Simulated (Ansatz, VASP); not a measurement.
**Two plane-wave programs on Al4O**

```
CELL_PARAMETERS angstrom
4.21603 0.00000 0.00000
-2.10801 3.65119 0.00000
0.00000 0.00000 5.61744
ATOMIC_POSITIONS crystal
Al 0.50000 0.00000 0.50000
Al 0.00000 0.50000 0.50000
Al 0.50000 0.50000 0.50000
Al 0.00000 0.00000 0.50000
O 0.00000 0.00000 0.00000
```

Alike in both runs: task relaxation of cell and atoms; functional PBE; k mesh 6 × 6 × 4; occupations gaussian, width 0.1 eV; collinear spin.

|  | VASP | Ansatz |
| --- | --- | --- |
| version | VASP 6.6.1 | Ansatz 0.2.0 |
| potentials or method | VASP PAW PBE potentials, release 64 (Al, O), cutoff 600 eV | scalar-relativistic, plane waves, PAW |
| valence electrons in the cell | 18 | 18 |

VASP gave:

```
gap on the k mesh at the Fermi level, each at its own relaxed structure (eV) : none
net moment per atom (μB)                                                     : 0.00
relaxed volume (Å³/atom)                                                     : 18.44
relaxed cell length with the largest relative difference (Å)                 : 5.561
```

Question: What did Ansatz give for the same quantities?

Answer: gap on the k mesh at the Fermi level, each at its own relaxed structure (eV): none; net moment per atom (μB): 0.00; relaxed volume (Å³/atom): 18.95; relaxed cell length with the largest relative difference (Å): 5.646.

A gap of «none» marks a metal or a gap that the smearing closes. Ansatz's warnings: seeded moment not kept.
